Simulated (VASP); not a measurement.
**Ba: single point with PBEsol**

Ba:

```xyz
2
Lattice="3.5947 -2.2973 0.0000 3.5947 2.2973 0.0000 0.0000 0.0000 7.2238" Properties=species:S:1:pos:R:3 pbc="T T T"
Ba    3.5947   -1.0426    1.8059
Ba    3.5947    1.0426    5.4178
```

This cell differs from its parent crystal: strained.

* Program: VASP 6.6.1
* Task: single point
* Functional: PBEsol
* Potentials or basis: VASP PAW PBE potentials, release 64 (Ba_sv)
* Cutoff: 520 eV
* k mesh: 10 × 10 × 6
* Occupations: gaussian, width 0.1 eV
* Spin: no spin polarisation

```
Pressure               : -0.1 GPa
Largest force          : 0.135 eV/Å
Band gap on the k mesh : zero (bands 10 and 11 overlap by 1.00 eV)
```

Forces on the atoms (eV/Å):
```
Ba   0.000 -0.135  0.000
Ba   0.000  0.135  0.000
```

Stress tensor (GPa, compression positive):
```
-0.33  0.00  0.00
 0.00  0.28  0.00
 0.00  0.00 -0.35
```

Levels at points of the mesh, in eV from the Fermi level:
| k point | band 7 | band 8 | band 9 | band 10 | band 11 | band 12 | band 13 | band 14 |
| --- | --- | --- | --- | --- | --- | --- | --- | --- |
| (0.00, 0.00, 0.00) | -13.67 | -13.65 | -2.79 | -0.98 | 1.18 | 1.19 | 1.43 | 2.10 |
| (0.50, 0.00, 0.00) | -13.76 | -13.75 | -0.51 | -0.32 | 0.24 | 0.64 | 0.94 | 0.99 |
| (0.50, 0.50, 0.00) | -13.82 | -13.65 | -0.98 | -0.70 | -0.52 | 1.21 | 1.23 | 2.65 |
| (0.00, 0.00, 0.50) | -13.66 | -13.66 | -1.81 | -1.81 | 1.03 | 1.03 | 1.57 | 1.57 |
| (0.50, 0.00, 0.50) | -13.71 | -13.71 | -0.92 | -0.92 | 0.45 | 0.45 | 1.58 | 1.58 |
| (0.50, 0.50, 0.50) | -13.85 | -13.85 | -0.32 | -0.32 | 0.07 | 0.07 | 1.78 | 1.78 |

Wall time 4.1 min on 1 thread of Oxide Virtual Turin-like Processor, on a shared host, peak memory 0.33 GiB.

Caveat: the cell differs from its parent crystal (strained); the PAW data sets were made with another functional, which shifts forces and pressure a little; spin-orbit coupling is left out, which moves the levels of the heavy elements.
